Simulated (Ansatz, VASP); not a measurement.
## KI in VASP and in Ansatz

```
CELL_PARAMETERS angstrom
0.00000 3.59456 3.59456
3.59456 0.00000 3.59456
3.59456 3.59456 0.00000
ATOMIC_POSITIONS crystal
K 0.00000 0.00000 0.00000
I 0.50000 0.50000 0.50000
```

Alike in both runs: functional PBE; k mesh 6 × 6 × 6; occupations gaussian, width 0.02 eV; no spin polarisation.

Ansatz relaxed the structure, and its values are those at the end. VASP's run is a single point on that final structure, the one shown.

|  | VASP | Ansatz |
| --- | --- | --- |
| version | VASP 6.6.1 | Ansatz 0.2.0 |
| potentials or method | VASP PAW PBE potentials, release 64 (K_sv, I), cutoff 500 eV | scalar-relativistic, plane waves, PAW |
| valence electrons in the cell | 16 | 26 |

|  | VASP | Ansatz | Ansatz less VASP |
| --- | --- | --- | --- |
| gap on the k mesh at the Fermi level (eV) | 3.85 | 3.85 | +0.004 |
| least direct gap on the mesh (eV) | 3.85 | 3.85 | +0.004 |
| pressure (GPa) | 0.0 | 0.0 | -0.03 |

VASP's potentials hold 16 valence electrons a cell and Ansatz's 26, so a difference there can come from the potentials and not from the codes.

Spin-orbit coupling is off throughout.
